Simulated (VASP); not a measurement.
The system is Ga2Se.

```xyz
6
Lattice="0.0000 4.3542 4.3542 4.3542 0.0000 4.3542 4.3542 4.3542 0.0000" Properties=species:S:1:pos:R:3 pbc="T T T"
Ga    5.4428    5.4428    5.4428
Ga    5.4428    3.2657    3.2657
Ga    3.2657    3.2657    5.4428
Ga    3.2657    5.4428    3.2657
Se    4.3542    4.3542    4.3542
Se    6.5313    6.5313    6.5313
```

- Program: VASP 6.6.1
- Task: relaxation of cell and atoms
- Functional: PBE
- Potentials or basis: VASP PAW PBE potentials, release 64 (Ga_d, Se)
- Cutoff: 600 eV
- k mesh: 4 × 4 × 4
- Occupations: gaussian, width 0.1 eV
- Spin: no spin polarisation

At the start: pressure 68.1 GPa; volume 27.52 Å³/atom.

**Question.** How do energy, volume and symmetry change on relaxing?

**Answer.** Over 5 steps the energy falls by 4570.3 meV/atom and the volume is 88.92 Å³/atom (+223.1 %); space group Fd-3m (No. 227, to 0.1 Å) before and after.

The path:
| step | energy change (eV) | largest force (eV/Å) | pressure (GPa) | volume (Å³) |
| --- | --- | --- | --- | --- |
| 1 | 0.0000 | 0.0000 | 68.10 | 165.11 |
| 2 | -26.9018 | 0.0000 | -1.75 | 631.99 |
| 3 | -26.2882 | 0.0000 | 3.17 | 407.31 |
| 4 | -27.4062 | 0.0000 | 0.31 | 520.07 |
| 5 | -27.4215 | 0.0000 | 0.05 | 533.53 |

Final structure:
```
Ga Se
1.0
     0.00000    6.43739    6.43739
     6.43739    0.00000    6.43739
     6.43739    6.43739    0.00000
Ga Se
4 2
Direct
  0.62500 0.62500 0.62500
  0.12500 0.62500 0.62500
  0.62500 0.62500 0.12500
  0.62500 0.12500 0.62500
  0.50000 0.50000 0.50000
  0.75000 0.75000 0.75000
```

Caveat: the volume moved by over 15 % at a fixed basis, so the end points are rough.
